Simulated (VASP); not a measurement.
# SnTe (Pm-3m) in VASP: notebook

Aim: see how the results for SnTe move with the level of theory and the settings. Levels: LDA, PBEsol. Tasks: single point.

Everything below comes from runs of VASP 6.6.1. Logs are shortened: lines on timing, memory, paths and dates and some standing lists are left out, and cuts for length are marked.

**1. The cell of the first run**

The structure is cubic, space group Pm-3m (No. 221). The conventional cell has a = 3.825 Å, b = 3.825 Å, c = 3.825 Å, α = 90.00°, β = 90.00°, γ = 90.00°. Within 4.4 Å of Te (site symmetry m-3m) lie 8 Sn at 3.31 Å and 6 Te at 3.82 Å. Sn (site symmetry m-3m) has 8 Te at 3.31 Å and 6 Sn at 3.82 Å within 4.4 Å.

**2. Single point, LDA (volume scaled by 0.94)**

Input file INCAR:

```
PREC = Accurate
ENCUT = 520
EDIFF = 1E-7
ISMEAR = -1
SIGMA = 0.05
LREAL = False
LASPH = True
NELM = 80
ALGO = Normal
ISIF = 2
LWAVE = False
LCHARG = False
NBANDS = 17
```

Input file KPOINTS:

```
Automatic mesh
0
Gamma
  7 7 7
```

Input file POSCAR:

```
SnTe
1.0
    3.8249898787      0.0000000000      0.0000000000
    0.0000000000      3.8249898787      0.0000000000
    0.0000000000      0.0000000000      3.8249898787
Te Sn
1 1
Direct
    0.5000000000      0.5000000000      0.5000000000
    0.0000000000      0.0000000000      0.0000000000
```

Potentials or basis: VASP PAW LDA potentials, release 64 (Te, Sn_d).

The run is started by

```console
cat potpaw_LDA.64/Te/POTCAR potpaw_LDA.64/Sn_d/POTCAR > POTCAR
mpirun -np 1 vasp_std > vasp.out
```

OUTCAR:

```text
PREC = Accurate
   ENCUT = 520
   EDIFF = 1E-7
   ISMEAR = -1
   LREAL = False
   LASPH = True
   NELM = 80
   ISIF = 2

 ion  position               nearest neighbor table
   1  0.500  0.500  0.500-   2 3.31   2 3.31   2 3.31   2 3.31   2 3.31   2 3.31   2 3.31   2 3.31

   2  0.000  0.000  0.000-   1 3.31   1 3.31   1 3.31   1 3.31   1 3.31   1 3.31   1 3.31   1 3.31

  LATTYP: Found a simple cubic cell.
 ALAT       =     3.8249898787

  Lattice vectors:

 A1 = (   3.8249898787,   0.0000000000,   0.0000000000)
 A2 = (   0.0000000000,   3.8249898787,   0.0000000000)
 A3 = (   0.0000000000,   0.0000000000,   3.8249898787)

Analysis of symmetry for initial positions (statically):
=====================================================================
 Subroutine PRICEL returns:
 Original cell was already a primitive cell.

 Routine SETGRP: Setting up the symmetry group for a
 simple cubic supercell.

 Subroutine GETGRP returns: Found 48 space group operations
 (whereof 48 operations were pure point group operations)
 out of a pool of 48 trial point group operations.

The static configuration has the point symmetry O_h .

Analysis of symmetry for dynamics (positions and initial velocities):
=====================================================================
 Subroutine PRICEL returns:
 Original cell was already a primitive cell.

 Routine SETGRP: Setting up the symmetry group for a
 simple cubic supercell.

 Subroutine GETGRP returns: Found 48 space group operations
 (whereof 48 operations were pure point group operations)
 out of a pool of 48 trial point group operations.

The dynamic configuration has the point symmetry O_h .

 Subroutine INISYM returns: Found 48 space group operations
 (whereof 48 operations are pure point group operations),
 and found     1 'primitive' translations

----------------------------------------------------------------------------------------

                                     Primitive cell

  volume of cell :      55.9617

  direct lattice vectors                    reciprocal lattice vectors
     3.824989879  0.000000000  0.000000000     0.261438600  0.000000000  0.000000000
     0.000000000  3.824989879  0.000000000     0.000000000  0.261438600  0.000000000
     0.000000000  0.000000000  3.824989879     0.000000000  0.000000000  0.261438600

  length of vectors
     3.824989879  3.824989879  3.824989879     0.261438600  0.261438600  0.261438600

  position of ions in fractional coordinates (direct lattice)
     0.500000000  0.500000000  0.500000000
     0.000000000  0.000000000  0.000000000

  ion indices of the primitive-cell ions
   primitive index   ion index
                 1           1
                 2           2

----------------------------------------------------------------------------------------

 KPOINTS: Automatic mesh

Automatic generation of k-mesh.
 Grid dimensions read from file:
 generate k-points for:    7    7    7

 Generating k-lattice:

  Cartesian coordinates                     Fractional coordinates (reciprocal lattice)
     0.037348371  0.000000000  0.000000000     0.142857143  0.000000000  0.000000000
     0.000000000  0.037348371  0.000000000     0.000000000  0.142857143  0.000000000
     0.000000000  0.000000000  0.037348371     0.000000000  0.000000000  0.142857143

  Length of vectors
     0.037348371  0.037348371  0.037348371

  Shift w.r.t. Gamma in fractional coordinates (k-lattice)
     0.000000000  0.000000000  0.000000000

 Subroutine IBZKPT returns following result:
 ===========================================

 Found     20 irreducible k-points:

 Following reciprocal coordinates:
            Coordinates               Weight
  0.000000  0.000000  0.000000      1.000000
  0.142857  0.000000  0.000000      6.000000
  0.285714  0.000000  0.000000      6.000000
  0.428571  0.000000  0.000000      6.000000
  0.142857  0.142857  0.000000     12.000000
  0.285714  0.142857  0.000000     24.000000
[... 12 lines left out ...]
  0.428571  0.428571  0.285714     24.000000
  0.428571  0.428571  0.428571      8.000000
   k-points           NKPTS =     20   k-points in BZ     NKDIM =     20   number of bands    NBANDS=     17
   number of dos      NEDOS =    301   number of ions     NIONS =      2
   total plane-waves  NPLWV =  21952
   dimension x,y,z NGX =    28 NGY =   28 NGZ =   28
   dimension x,y,z NGXF=    56 NGYF=   56 NGZF=   56
   ions per type =               1   1
   NGX,Y,Z   is equivalent  to a cutoff of  12.17, 12.17, 12.17 a.u.
   NGXF,Y,Z  is equivalent  to a cutoff of  24.34, 24.34, 24.34 a.u.
 SYSTEM =  unknown system
   PREC   = accura    normal or accurate (medium, high low for compatibility)
   ISTART =      0    job   : 0-new  1-cont  2-samecut
   ICHARG =      2    charge: 1-file 2-atom 10-const
   ISPIN  =      1    spin polarized calculation?
   LNONCOLLINEAR =      F non collinear calculations
   LSORBIT =      F    spin-orbit coupling
   LASPH  =      T    aspherical Exc in radial PAW
   ENCUT  =  520.0 eV  38.22 Ry    6.18 a.u.   7.11  7.11  7.11*2*pi/ulx,y,z
   NELM   =     80;   NELMIN=  2; NELMDL= -5     # of ELM steps
   EDIFF  = 0.1E-06   stopping-criterion for ELM
   LREAL  =      F    real-space projection
   EDIFFG = 0.1E-05   stopping-criterion for IOM
   NSW    =      0    number of steps for IOM
   IBRION =     -1    ionic relax: 0-MD 1-quasi-New 2-CG
   NFREE  =      0    steps in history (QN), initial steepest desc. (CG)
   ISIF   =      2    stress and relaxation
   ISYM   =      2    0-nonsym 1-usesym 2-fastsym
   POTIM  = 0.5000    time-step for ionic-motion
   TEBEG  =    0.0;   TEEND  =   0.0 temperature during run
   PSTRESS=    0.0 pullay stress
   NELECT =      20.0000    total number of electrons
   NUPDOWN=      -1.0000    fix difference up-down
   EMIN   =  10.00;   EMAX   =-10.00  energy-range for DOS
   EFERMI =   0.00;   METHOD = LEGACY
   ISMEAR =    -1;   SIGMA  =   0.05  broadening in eV -4-tet -1-fermi 0-gaus
   EFERMI_NEDOS =   21; number of points for ismear=-14 and -15
   IALGO  =     38    algorithm
   IMIX   =      4    mixing-type and parameters
     AMIX     =   0.40;   BMIX     =  1.00
     AMIX_MAG =   1.60;   BMIX_MAG =  1.00
  volume/ion in A,a.u.               =      27.98       188.82
  Fermi-wavevector in a.u.,A,eV,Ry     =   1.161773  2.195432 18.364002  1.349716
  Thomas-Fermi vector in A             =   2.298341
   LORBIT       =      0    0 simple, 1 ext, 2 COOP (PROOUT), +10 PAW based schemes
   GGA     = CA    functional components
   LHFCALC =     F    Hartree Fock is set to
   AEXX    =    0.0000 exact exchange contribution
   IVDW    =     0    specifies the selected vdW correction
   LEPSILON=     F    determine dielectric tensor
   LRPA    =     F    only Hartree local field effects (RPA)
 non-spin polarized calculation
  energy-cutoff  :      520.00
  volume of cell :       55.96
 maximum number of plane-waves:      1516
   NGX = 15   NGY = 15   NGZ = 15

 number of electron      19.9999990 magnetization

 Free energy of the ion-electron system (eV)
  ---------------------------------------------------
  ext. energy  EPLUGINS =         0.00000000
  ---------------------------------------------------
  free energy    TOTEN  =        -8.42466679 eV

  energy without entropy =       -8.41124011  energy(sigma->0) =       -8.41795345

 E-fermi :   7.5478     XC(G=0): -10.3715

 val. band max:        7.4715685322   @ k =   0.4286   0.4286   0.4286
 cond. band min:       7.5489142123   @ k =   0.4286   0.2857   0.0000
 fundamental gap:      0.0773456801
 Fermi energy:         7.5478038044

 k-point     1 :       0.0000    0.0000    0.0000
  band No.  band energies     occupation
      1     -13.8310      2.00000
      2     -13.8310      2.00000
      3     -13.7871      2.00000
      4     -13.7871      2.00000
      5     -13.7871      2.00000
      6      -5.1869      2.00000
[... 9 lines left out ...]
     16      18.6956      0.00000
     17      18.6956      0.00000

 k-point     2 :       0.1429    0.0000    0.0000
  band No.  band energies     occupation
      1     -13.8307      2.00000
      2     -13.8231      2.00000
      3     -13.7898      2.00000
      4     -13.7898      2.00000
      5     -13.7869      2.00000
      6      -5.0161      2.00000
[... 9 lines left out ...]
     16      17.8029      0.00000
     17      18.2171      0.00000

 k-point     3 :       0.2857    0.0000    0.0000
  band No.  band energies     occupation
      1     -13.8299      2.00000
      2     -13.8055      2.00000
      3     -13.7958      2.00000
      4     -13.7958      2.00000
      5     -13.7865      2.00000
      6      -4.5435      2.00000
[... 9 lines left out ...]
     16      15.7995      0.00000
     17      18.4969      0.00000

 k-point     4 :       0.4286    0.0000    0.0000
  band No.  band energies     occupation
      1     -13.8293      2.00000
      2     -13.8007      2.00000
      3     -13.8007      2.00000
      4     -13.7913      2.00000
      5     -13.7862      2.00000
      6      -3.9879      2.00000
[... 9 lines left out ...]
     16      18.5426      0.00000
     17      19.4944      0.00000
[... 263 lines left out ...]
      1     -13.8118      2.00000
      2     -13.8099      2.00000
      3     -13.8037      2.00000
      4     -13.7900      2.00000
      5     -13.7758      2.00000
      6      -3.0402      2.00000
[... 9 lines left out ...]
     16      17.7328      0.00000
     17      19.6636      0.00000

 k-point    19 :       0.4286    0.4286    0.2857
  band No.  band energies     occupation
      1     -13.8173      2.00000
      2     -13.8092      2.00000
      3     -13.8090      2.00000
      4     -13.7826      2.00000
      5     -13.7681      2.00000
      6      -2.7401      2.00000
[... 9 lines left out ...]
     16      19.1791      0.00000
     17      20.4684      0.00000

 k-point    20 :       0.4286    0.4286    0.4286
  band No.  band energies     occupation
      1     -13.8156      2.00000
      2     -13.8150      2.00000
      3     -13.8150      2.00000
      4     -13.7678      2.00000
      5     -13.7678      2.00000
      6      -2.5019      2.00000
[... 9 lines left out ...]
     16      20.8286      0.00000
     17      22.6000      0.00000

------------------------ aborting loop because EDIFF is reached ----------------------------------------

  FORCE on cell =-STRESS in cart. coord.  units (eV):
  Direction    XX          YY          ZZ          XY          YZ          ZX
  --------------------------------------------------------------------------------------
  -------------------------------------------------------------------------------------
  Total       -0.9457891     -0.9457891     -0.9457891      0.0000000      0.0000000     -0.0000000
  in kB      -27.0778386    -27.0778386    -27.0778386      0.0000000      0.0000000     -0.0000000
  external PRESSURE =     -27.0778386 kB  Pullay stress =       0.0000000 kB

 VOLUME and BASIS-vectors are now :
 -----------------------------------------------------------------------------
  energy-cutoff  :      520.00
  volume of cell :       55.96
      direct lattice vectors                 reciprocal lattice vectors
     3.824989879  0.000000000  0.000000000     0.261438600  0.000000000  0.000000000
     0.000000000  3.824989879  0.000000000     0.000000000  0.261438600  0.000000000
     0.000000000  0.000000000  3.824989879     0.000000000  0.000000000  0.261438600

 POSITION                                       TOTAL-FORCE (eV/Angst)
 -----------------------------------------------------------------------------------
      1.91249      1.91249      1.91249         0.000000      0.000000      0.000000
      0.00000      0.00000      0.00000         0.000000      0.000000      0.000000
 -----------------------------------------------------------------------------------
    total drift:                               -0.000000      0.000000     -0.000000

  FREE ENERGIE OF THE ION-ELECTRON SYSTEM (eV)
  ---------------------------------------------------
  free  energy   TOTEN  =        -8.4246667856 eV

  energy  without entropy=       -8.4112401109  energy(sigma->0) =       -8.41795345
```

Run time: 28 s. Hardware: 1 thread of AMD EPYC 7R13, shared host; peak memory 0.12 GiB.

Results:

```yaml
Free_energy: -8.4247 eV
Pressure: -2.7 GPa
Band_gap_on_the_k_mesh: zero (band 10 reaches 7.86 eV, above the bottom of band 11 at 6.57 eV)
```

Caveat: spin-orbit coupling is left out, which moves the levels of the heavy elements.

**3. Single point, PBEsol (volume scaled by 0.94)**

Input file INCAR:

```
PREC     = Accurate       # precision mode
ENCUT    = 520            # plane-wave cutoff, eV
EDIFF    = 1E-7           # SCF threshold, eV
ISMEAR   = -1             # smearing method
SIGMA    = 0.05           # smearing width, eV
LREAL    = F              # projectors in reciprocal space
LASPH    = T              # aspherical terms in the spheres
NELM     = 80             # most SCF steps
ALGO     = Normal         # electronic algorithm
ISIF     = 2              # what is computed and relaxed
LWAVE    = F              # write WAVECAR
LCHARG   = F              # write CHGCAR
GGA      = PS             # functional
NBANDS   = 17             # bands
```

Input file KPOINTS:

```
regular mesh
0
Gamma
  7 7 7
```

POSCAR is that of step 2.

Potentials or basis: VASP PAW PBE potentials, release 64 (Te, Sn_d).

The run is started by

```console
cat potpaw_PBE.64/Te/POTCAR potpaw_PBE.64/Sn_d/POTCAR > POTCAR
mpirun -np 1 vasp_std > vasp.out
```

Wall time 31 s (1 thread of AMD EPYC 7R13, shared host); peak memory 0.14 GiB.

It converged, with:

```
Free energy            : -7.9600 eV
Pressure               : -1.6 GPa
Band gap on the k mesh : zero (band 10 reaches 7.93 eV, above the bottom of band 11 at 6.60 eV)
```

Levels at points of the mesh, in eV from the Fermi level:
| k point | band 8 | band 9 | band 10 | band 11 | band 12 | band 13 |
| --- | --- | --- | --- | --- | --- | --- |
| (0.00, 0.00, 0.00) | -1.85 | -1.85 | -1.85 | 3.46 | 3.46 | 5.81 |

Caveat: the PAW data sets were made with another functional, which shifts forces and pressure a little; spin-orbit coupling is left out, which moves the levels of the heavy elements.

**4. Single point, LDA (volume scaled by 0.96)**

Input file INCAR:

```
SYSTEM = SnTe
PREC = Accurate ; ENCUT = 520
EDIFF = 1E-6 ; ISMEAR = -1
SIGMA = 0.05 ; LREAL = .FALSE.
LASPH = .TRUE. ; NELM = 100
ALGO = Normal ; ISIF = 2
LWAVE = .FALSE. ; LCHARG = .FALSE.
NBANDS = 17
```

Input file KPOINTS:

```
Automatic mesh
0
G
  7 7 7
  0 0 0
```

Input file POSCAR:

```
SnTe
1.0
    3.8519273147      0.0000000000      0.0000000000
    0.0000000000      3.8519273147      0.0000000000
    0.0000000000      0.0000000000      3.8519273147
Te Sn
1 1
Direct
    0.5000000000      0.5000000000      0.5000000000
    0.0000000000      0.0000000000      0.0000000000
```

Potentials or basis: VASP PAW LDA potentials, release 64 (Te, Sn_d).

The run is started by

```console
cat potpaw_LDA.64/Te/POTCAR potpaw_LDA.64/Sn_d/POTCAR > POTCAR
mpirun -np 1 vasp_std > vasp.out
```

OUTCAR:

```text
SYSTEM = SnTe
   PREC = Accurate
   ENCUT = 520
   EDIFF = 1E-6
   ISMEAR = -1
   LREAL = .FALSE.
   LASPH = .TRUE.
   NELM = 100
   ISIF = 2

 ion  position               nearest neighbor table
   1  0.500  0.500  0.500-   2 3.34   2 3.34   2 3.34   2 3.34   2 3.34   2 3.34   2 3.34   2 3.34

   2  0.000  0.000  0.000-   1 3.34   1 3.34   1 3.34   1 3.34   1 3.34   1 3.34   1 3.34   1 3.34

  LATTYP: Found a simple cubic cell.
 ALAT       =     3.8519273147

  Lattice vectors:

[... 581 lines left out ...]

  FORCE on cell =-STRESS in cart. coord.  units (eV):
  Direction    XX          YY          ZZ          XY          YZ          ZX
  --------------------------------------------------------------------------------------
  -------------------------------------------------------------------------------------
  Total       -1.2573579     -1.2573579     -1.2573579     -0.0000000      0.0000000     -0.0000000
  in kB      -35.2480623    -35.2480623    -35.2480623     -0.0000000      0.0000000     -0.0000000
  external PRESSURE =     -35.2480623 kB  Pullay stress =       0.0000000 kB

 VOLUME and BASIS-vectors are now :
 -----------------------------------------------------------------------------
  energy-cutoff  :      520.00
  volume of cell :       57.15
      direct lattice vectors                 reciprocal lattice vectors
     3.851927315  0.000000000  0.000000000     0.259610299  0.000000000  0.000000000
     0.000000000  3.851927315  0.000000000     0.000000000  0.259610299  0.000000000
     0.000000000  0.000000000  3.851927315     0.000000000  0.000000000  0.259610299

 POSITION                                       TOTAL-FORCE (eV/Angst)
 -----------------------------------------------------------------------------------
      1.92596      1.92596      1.92596         0.000000      0.000000      0.000000
      0.00000      0.00000      0.00000         0.000000      0.000000      0.000000
 -----------------------------------------------------------------------------------
    total drift:                               -0.000000     -0.000000     -0.000000

  FREE ENERGIE OF THE ION-ELECTRON SYSTEM (eV)
  ---------------------------------------------------
  free  energy   TOTEN  =        -8.4016547945 eV

  energy  without entropy=       -8.3859861763  energy(sigma->0) =       -8.39382049
```

OSZICAR:

```text
N       E                     dE             d eps       ncg     rms          rms(c)
DAV:   1     0.125998645449E+03    0.12600E+03   -0.95824E+03   680   0.137E+03
DAV:   2     0.228075279930E+01   -0.12372E+03   -0.12071E+03   745   0.338E+02
DAV:   3    -0.815826396204E+01   -0.10439E+02   -0.10348E+02   824   0.864E+01
DAV:   4    -0.845468807512E+01   -0.29642E+00   -0.29602E+00   801   0.150E+01
DAV:   5    -0.846590763505E+01   -0.11220E-01   -0.11219E-01   944   0.285E+00    0.478E+00
DAV:   6    -0.840614814659E+01    0.59759E-01   -0.14748E-01   918   0.285E+00    0.312E+00
DAV:   7    -0.840267968405E+01    0.34685E-02   -0.13972E-02   821   0.633E-01    0.123E+00
DAV:   8    -0.840168102339E+01    0.99866E-03   -0.18108E-03   863   0.220E-01    0.196E-01
DAV:   9    -0.840165775722E+01    0.23266E-04   -0.10300E-04   910   0.653E-02    0.101E-01
DAV:  10    -0.840165539628E+01    0.23609E-05   -0.32751E-05   881   0.626E-02    0.245E-02
DAV:  11    -0.840165479450E+01    0.60177E-06   -0.23947E-06   738   0.207E-02
   1 F= -.84016548E+01 E0= -.83938205E+01  d E =-.156686E-01
```

It took 28 s on 1 thread of AMD EPYC 7R13, shared host; peak memory 0.13 GiB.

What came out:

* Free energy: -8.4017 eV
* Pressure: -3.5 GPa
* Band gap on the k mesh: zero (band 10 reaches 7.55 eV, above the bottom of band 11 at 6.36 eV)

Caveat: spin-orbit coupling is left out, which moves the levels of the heavy elements.

(Continued in part 2 of 2.)
